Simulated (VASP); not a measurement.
Here is a VASP 6.6.1 calculation.

File INCAR:

```
ALGO = Fast
EDIFF = 1E-6
ENCUT = 520
GGA = CA
ISIF = 2
ISMEAR = 0
LASPH = T
LCHARG = F
LREAL = F
LWAVE = F
NBANDS = 25
NELM = 60
PREC = Accurate
SIGMA = 0.1
```

Contents of KPOINTS:

```
k-points
0
Gamma
  10 10 3
```

POSCAR

```
Zn
1.0
    2.2681701736     -1.3084870100      0.0000000000
    2.2681701736      1.3084870100      0.0000000000
   -1.5917165425      0.0000000000      7.3004081919
Zn
3
Direct
    0.7780178600      0.7780178600      0.3345049800
    0.2219821400      0.2219821400      0.6654950200
    0.0000000000      0.0000000000      0.0000000000
```

Potentials or basis: VASP PAW LDA potentials, release 64 (Zn).

The run is started by

```sh
$ cat potpaw_LDA.64/Zn/POTCAR > POTCAR
$ mpirun -np 1 vasp_std > vasp.out
```

(1) Estimate the pressure.

(2) What does it give for the band gap on the k mesh?

## Answers

(1) -5.2 GPa.

(2) zero (bands 18 and 19 overlap by 3.34 eV).

Caveat: the cell stands under tension.
